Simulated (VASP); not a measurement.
Si2N, 6 atoms in the cell. It takes space group P4mm (No. 99, tetragonal). The conventional cell has a = 4.325 Å, b = 4.325 Å, c = 4.620 Å, α = 90.00°, β = 90.00°, γ = 90.00°. Within 2.2 Å of Si (site symmetry m) lie 2 N at 1.67 Å and 2 Si at 1.95 Å. Within 2.2 Å of N (site symmetry 2mm) lie 4 Si at 1.67 Å. The cell was built from a structure type or drawn by symmetry, and may not be a known phase.

* Program: VASP 6.6.1
* Task: single point
* Functional: PBE
* Potentials or basis: VASP PAW PBE potentials, release 64 (Si, N)
* Cutoff: 520 eV
* k mesh: 4 × 4 × 4
* Occupations: gaussian, width 0.1 eV
* Spin: no spin polarisation
* Dipole correction: no
* Further INCAR settings: ALGO = Normal; EDIFF = 1e-07; NBANDS = 22

Potentials or basis: VASP PAW PBE potentials, release 64 (Si, N).

Command:

```bash
$ cat potpaw_PBE.64/Si/POTCAR potpaw_PBE.64/N/POTCAR > POTCAR
$ mpirun -np 1 vasp_std > vasp.out
```

Hardware: 1 thread of Intel(R) Xeon(R) 6975P-C (Granite Rapids), with other jobs on the host.

Question: How long does it take, and how much memory?

Answer: Wall time 30 s on 1 thread of Intel(R) Xeon(R) 6975P-C (Granite Rapids), with other jobs on the host, peak memory 0.18 GiB. Counts: scf iterations 16, k points 18.
